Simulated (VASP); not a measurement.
Wanted: the native input for a VASP 6.6.1 run.

| Property | Result |
| --- | --- |
| Task | single point |
| Functional | RPBE |
| Potentials or basis | VASP PAW PBE potentials, release 64 (Cu, O) |
| Cutoff | 520 eV |
| k mesh | 9 × 9 × 5 |
| Occupations | fermi-dirac, width 0.05 eV |
| Spin | no spin polarisation |
| Dipole correction | no |
| Further INCAR settings | ALGO = Normal; EDIFF = 1e-07; NBANDS = 25 |

The structure of CuO lies in POSCAR:

```
CuO
1.0
    2.1122989384     -2.1172812454      0.0000000000
    2.1122989384      2.1172812454      0.0000000000
    0.0000000000      0.0000000000      5.1921356254
Cu O
2 2
Direct
    0.5000000000      0.0000000000      0.0000000000
    0.0000000000      0.5000000000      0.5000000000
    0.5000000000      0.5000000000      0.2500000000
    0.5000000000      0.5000000000      0.7500000000
```

One way to write it, as run:

INCAR

```
PREC = Accurate
ENCUT = 520
EDIFF = 1E-7
ISMEAR = -1
SIGMA = 0.05
LREAL = F
LASPH = T
NELM = 80
ALGO = Normal
ISIF = 2
LWAVE = F
LCHARG = F
GGA = RP
NBANDS = 25
```

KPOINTS

```
Automatic mesh
0
Gamma
  9 9 5
```

Potentials or basis: VASP PAW PBE potentials, release 64 (Cu, O).

Command:

```sh
$ cat potpaw_PBE.64/Cu/POTCAR potpaw_PBE.64/O/POTCAR > POTCAR
$ mpirun -np 1 vasp_std > vasp.out
```

It gave:

- Pressure: 0.6 GPa
- Band gap on the k mesh: zero (bands 17 and 18 overlap by 0.89 eV)

Caveat: the PAW data sets were made with another functional, which shifts forces and pressure a little; semilocal functionals often make such compounds metallic where correlation or magnetic order opens a gap, which also shifts bond lengths.

It took 29 s on 1 thread of Intel(R) Xeon(R) 6975P-C (Granite Rapids) (shared host), peak memory 0.2 GiB.
